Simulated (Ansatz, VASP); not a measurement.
# Co in VASP and in Ansatz

File INCAR:

```
SYSTEM = Co
PREC = Accurate
ENCUT = 520
EDIFF = 1E-7
ISMEAR = 0
SIGMA = 0.15
LREAL = .FALSE.
LASPH = .TRUE.
NELM = 150
ALGO = Normal
ISIF = 2
LWAVE = .FALSE.
LCHARG = .TRUE.
ISPIN = 2
MAGMOM = 1.8 1.8
LORBIT = 11
LMAXMIX = 4
GGA = PS
LELF = .TRUE.
LVHAR = .TRUE.
NBANDS = 20
```

The input KPOINTS:

```
Automatic mesh
0
G
  18 18 8
  0 0 0
```

Contents of POSCAR:

```
Co
1.0
    2.4564223054      0.0000000000      0.0000000000
   -1.2282111527      2.1273241189      0.0000000000
    0.0000000000      0.0000000000      3.9694136133
Co
2
Direct
    0.3333333333      0.6666666667      0.2500000000
    0.6666666667      0.3333333333      0.7500000000
```

Input for Ansatz:

```yaml
crystal:
  lattice:
    - [2.4564223054, 0.0, 0.0]
    - [-1.2282111527, 2.1273241189, 0.0]
    - [0.0, 0.0, 3.9694136133]
  atoms:
    - { symbol: Co, position: [0.3333333333, 0.6666666667, 0.25], spin: 1.8 }
    - { symbol: Co, position: [0.6666666667, 0.3333333333, 0.75], spin: 1.8 }
basis:
  ecutwfc: 420
kpoints:
  mp_grid: { grid: [18, 18, 8] }
hamiltonian:
  xc: pbesol
scf:
  occupations: { method: gaussian, width: 0.15 }
output:
  forces: true
  stress: true
  eigenvalues: true
  populations: true
  write_density: true
  write_potential: true
  elf: true
  volumetric_format: npy
magnetization:
  spin_polarized: true
```

Alike in both runs: task single point; functional PBEsol; k mesh 18 × 18 × 8; occupations gaussian, width 0.15 eV; collinear spin.

|  | VASP | Ansatz |
| --- | --- | --- |
| version | VASP 6.6.1 | Ansatz 0.2.0 |
| potentials or method | VASP PAW PBE potentials, release 64 (Co), cutoff 520 eV | scalar-relativistic, plane waves, PAW |
| valence electrons in the cell | 18 | 34 |

Ansatz gave:

| Quantity | Value |
| --- | --- |
| gap on the k mesh at the Fermi level (eV) | none |
| pressure (GPa) | 0.0 |
| traceless stress, the component that is largest in VASP (GPa) | 0.07 |
| net moment per atom (μB) | 1.57 |
| size of the moment on the site where the two differ most (μB) | 1.64 |

Problem. Which values does VASP return?

Solution. gap on the k mesh at the Fermi level (eV): none; pressure (GPa): -0.8; traceless stress, the component that is largest in VASP (GPa): -0.05; net moment per atom (μB): 1.57; size of the moment on the site where the two differ most (μB): 1.58.

VASP's potentials were made for PBE, not for PBEsol. Site moments also hang on the region over which each program counts them. A gap of «none» marks a metal or a gap that the smearing closes. With one functional, cell and mesh, what is left measures potentials, basis and numerics. VASP's potentials hold 18 valence electrons a cell and Ansatz's 34, so a difference there can come from the potentials and not from the codes.
